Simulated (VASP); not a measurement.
Input of a VASP 6.6.1 run:

Contents of INCAR:

```
PREC     = Accurate       # precision mode
ENCUT    = 520            # plane-wave cutoff, eV
EDIFF    = 1E-6           # SCF threshold, eV
ISMEAR   = 0              # smearing method
SIGMA    = 0.01           # smearing width, eV
LREAL    = F              # projectors in reciprocal space
LASPH    = T              # aspherical terms in the spheres
NELM     = 100            # most SCF steps
ALGO     = Normal         # electronic algorithm
ISIF     = 2              # what is computed and relaxed
LWAVE    = F              # write WAVECAR
LCHARG   = F              # write CHGCAR
GGA      = PE             # functional
NBANDS   = 30             # bands
```

File KPOINTS:

```
Automatic mesh
0
Gamma
  6 6 6
```

Contents of POSCAR:

```
CaMg3S4
1.0
   -2.7263856036      2.7263856036      5.3661024619
    2.7263856036     -2.7263856036      5.3661024619
    2.7263856036      2.7263856036     -5.3661024619
Mg S Ca
3 4 1
Direct
    0.7500000000      0.2500000000      0.5000000000
    0.0000000000      0.0000000000      0.0000000000
    0.2500000000      0.7500000000      0.5000000000
    0.5000000000      0.0000000000      0.5000000000
    0.7614772832      0.7614772832      0.0000000000
    0.0000000000      0.5000000000      0.5000000000
    0.2385227168      0.2385227168      0.0000000000
    0.5000000000      0.5000000000      0.0000000000
```

Potentials or basis: VASP PAW PBE potentials, release 64 (Mg, S, Ca_sv).

The run is started by

```bash
$ cat potpaw_PBE.64/Mg/POTCAR potpaw_PBE.64/S/POTCAR potpaw_PBE.64/Ca_sv/POTCAR > POTCAR
$ mpirun -np 1 vasp_std > vasp.out
```

**Question.** Predict the pressure.

**Answer.** -2.0 GPa.

**Question.** Predict the largest force.

**Answer.** 0.036 eV/Å.

**Question.** Predict the band gap on the k mesh.

**Answer.** 2.33 eV (least direct gap 2.47 eV).

Forces on the atoms (eV/Å):
```
Mg   0.000  0.000  0.000
Mg   0.000  0.000  0.000
Mg   0.000  0.000  0.000
S    0.000  0.000  0.000
S    0.000  0.000  0.036
S    0.000  0.000  0.000
S    0.000  0.000 -0.036
Ca   0.000  0.000  0.000
```

A k mesh can miss the band edges.
